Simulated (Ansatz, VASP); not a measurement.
HfO2: VASP beside Ansatz

```xyz
6
Lattice="4.7485 0.0000 0.0000 0.0000 4.7485 0.0000 0.0000 0.0000 3.1621" Properties=species:S:1:pos:R:3 pbc="T T T"
Hf    0.0000    0.0000    0.0000
Hf    2.3742    2.3742    1.5810
O     0.9258    3.8227    1.5810
O     1.4485    1.4485    0.0000
O     3.3000    3.3000    0.0000
O     3.8227    0.9258    1.5810
```

Alike in both runs: task single point; functional r2SCAN; k mesh 4 × 4 × 6; no spin polarisation.

|  | VASP | Ansatz |
| --- | --- | --- |
| version | VASP 6.6.1 | Ansatz 0.2.0 |
| potentials or method | VASP PAW PBE potentials, release 64 (Hf_pv, O), cutoff 520 eV | plane waves, PAW |
| occupations | gaussian, width 0.01 eV | fixed |
| valence electrons in the cell | 44 | 76 |

```tsv
	VASP	Ansatz	Ansatz less VASP
pressure (GPa)	11.2	14.6	+3.41
traceless stress, the component that is largest in VASP (GPa)	1.92	2.50	+0.577
```

VASP's potentials were made for PBE, not for r2SCAN. VASP's potentials hold 44 valence electrons a cell and Ansatz's 76, so a difference there can come from the potentials and not from the codes.

Neither program's run includes spin-orbit coupling.
